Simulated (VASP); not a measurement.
Write the native input for VASP 6.6.1 that does the following.

* Task: single point
* Functional: r2SCAN
* Potentials or basis: VASP PAW PBE potentials, release 64 (B, N)
* Cutoff: 520 eV
* k mesh: 12 × 12 × 4
* Occupations: gaussian, width 0.05 eV
* Spin: no spin polarisation
* Dipole correction: no
* Further INCAR settings: ALGO = Normal; EDIFF = 1e-06; NBANDS = 16

Crystal: BN.

```
B N
1.0
     2.50399    0.00000    0.00000
    -1.25200    2.16852    0.00000
     0.00000    0.00000    6.66120
B N
2 2
Direct
  0.29324 0.63732 0.25000
  0.70676 0.36268 0.75000
  0.37336 0.69597 0.75000
  0.62664 0.30403 0.25000
```

This cell differs from its parent crystal: mode 4 (47.7 1/cm) frozen in, largest displacement -0.090 Å.

These files were run (other wordings do the same):

POSCAR

```
BN
1.0
    2.5039917043      0.0000000000      0.0000000000
   -1.2519958522      2.1685204268      0.0000000000
    0.0000000000      0.0000000000      6.6612000000
B N
2 2
Direct
    0.2932445598      0.6373196476      0.2500000000
    0.7067554402      0.3626803524      0.7500000000
    0.3733641616      0.6959712668      0.7500000000
    0.6266358384      0.3040287332      0.2500000000
```

INCAR.step1

```
SYSTEM = BN
PREC = Accurate
ENCUT = 520
ISMEAR = 0
SIGMA = 0.05
LREAL = .False.
LASPH = .True.
NELM = 60
NBANDS = 16
GGA = PE
ALGO = Normal
EDIFF = 1E-4
LWAVE = .True.
LCHARG = .False.
```

INCAR.step2

```
SYSTEM = BN
PREC = Accurate
ENCUT = 520
EDIFF = 1E-6
ISMEAR = 0
SIGMA = 0.05
LREAL = .False.
LASPH = .True.
NELM = 60
ALGO = Normal
ISIF = 2
LWAVE = .False.
LCHARG = .True.
METAGGA = R2SCAN
LMIXTAU = .True.
LELF = .True.
LVHAR = .True.
NBANDS = 16
ISTART = 1
```

KPOINTS

```
regular mesh
0
Gamma
  12 12 4
  0 0 0
```

Potentials or basis: VASP PAW PBE potentials, release 64 (B, N).

Command:

```bash
$ cat potpaw_PBE.64/B/POTCAR potpaw_PBE.64/N/POTCAR > POTCAR
$ cp INCAR.step1 INCAR
$ mpirun -np 1 vasp_std > vasp.out
$ cp INCAR.step2 INCAR
$ mpirun -np 1 vasp_std > vasp.out
```

It gave:

- Pressure: -0.2 GPa
- Largest force: 0.009 eV/Å
- Band gap on the k mesh: 4.51 eV, indirect (least direct gap 4.90 eV)

Caveat: the cell differs from its parent crystal (mode 4 (47.7 1/cm) frozen in, largest displacement -0.090 Å); the PAW data sets were made with another functional, which shifts forces and pressure a little.

Run time: 3.9 min on 1 thread of Intel(R) Xeon(R) 6975P-C (Granite Rapids) (shared host), peak memory 0.23 GiB.
